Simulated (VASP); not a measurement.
Si, 17 atoms in the cell. The cell holds a slab with vacuum, 17 atoms: a = 7.702 Å, b = 6.365 Å, c = 19.753 Å, α = 90.00°, β = 90.00°, γ = 90.00°. 

* Program: VASP 6.6.1
* Task: single point
* Functional: PBE
* Potentials or basis: VASP PAW PBE potentials, release 64 (Si)
* Cutoff: 520 eV
* k mesh: 4 × 4 × 1
* Occupations: gaussian, width 0.05 eV
* Spin: collinear spin
* Starting moments: [0.0, 0.0, 0.0, 0.0, 0.0, 0.0, 0.0, 0.0, 0.0, 0.0, 0.0, 0.0, 0.0, 0.0, 0.0, 0.0, 2.0] μB
* Dipole correction: yes
* Further INCAR settings: LREAL = Auto; ALGO = Fast; EDIFF = 1e-06; NBANDS = 52

Potentials or basis: VASP PAW PBE potentials, release 64 (Si).

Command:

```bash
$ cat potpaw_PBE.64/Si/POTCAR > POTCAR
$ mpirun -np 1 vasp_std > vasp.out
```

Hardware: 1 thread of Oxide Virtual Turin-like Processor (shared host).

Estimate the wall time of this run.

It took 60 min on 1 thread of Oxide Virtual Turin-like Processor, with other jobs on the host, peak memory 1.5 GiB. Counts: scf iterations 37, k points 9.
